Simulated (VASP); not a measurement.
# SiC: electric field gradients with PBEsol

Crystal: SiC.

```
Si C
1.0
     3.13633    0.00000    0.00000
    -1.56816    2.71614    0.00000
     0.00000    0.00000    5.14701
Si C
2 2
Cartesian
  0.0000 1.8108 0.0000
  1.5682 0.9054 2.5735
  0.0000 1.8108 1.9816
  1.5682 0.9054 4.5551
```

This cell differs from its parent crystal: volume scaled by 1.06.

```yaml
Program: VASP 6.6.1
Task: electric field gradients
Functional: PBEsol
Potentials_or_basis: VASP PAW PBE potentials, release 64 (Si, C)
Cutoff: 520 eV
k_mesh: 15 × 15 × 8
Occupations: fermi-dirac, width 0.08 eV
Spin: no spin polarisation
Dipole_correction: no
Further_INCAR_settings: ALGO = Normal; EDIFF = 1e-08; NBANDS = 16
```

The pressure is -11.0 GPa. The largest force is 0.664 eV/Å. The band gap on the k mesh is 2.26 eV, indirect (least direct gap 3.85 eV).

Forces on the atoms (eV/Å):
```
Si   0.000  0.000  0.664
Si   0.000  0.000  0.664
C    0.000  0.000 -0.664
C    0.000  0.000 -0.664
```

Stress tensor (GPa, compression positive):
```
-10.10   0.00   0.00
  0.00 -10.10   0.00
  0.00   0.00 -12.88
```

Levels at points of the mesh, in eV from the valence-band top:
| k point | band 5 | band 6 | band 7 | band 8 | band 9 | band 10 | band 11 | band 12 |
| --- | --- | --- | --- | --- | --- | --- | --- | --- |
| (0.00, 0.00, 0.00) | -1.53 | -0.27 | -0.27 | 0.00 | 4.07 | 5.36 | 6.11 | 6.11 |
| (0.00, 0.00, 0.50) | -0.95 | -0.95 | -0.95 | -0.95 | 5.14 | 5.14 | 6.79 | 6.79 |

Electric field gradients, principal values (V/Å²):
```tsv
atom	least	middle	greatest (by size)
1 Si	-8.061	-8.061	16.122
2 Si	-8.061	-8.061	16.122
3 C	-1.306	-1.308	2.614
4 C	-1.306	-1.308	2.614
```

Wall time 27 s on 1 thread of Intel(R) Xeon(R) 6975P-C (Granite Rapids) (shared host), peak memory 0.2 GiB.

Caveat: without QUAD_EFG the Cq values of the log hold for a quadrupole moment of 1 mb, not for the nuclei; the PAW data sets were made with another functional, which shifts forces and pressure a little. A k mesh can miss the band edges.
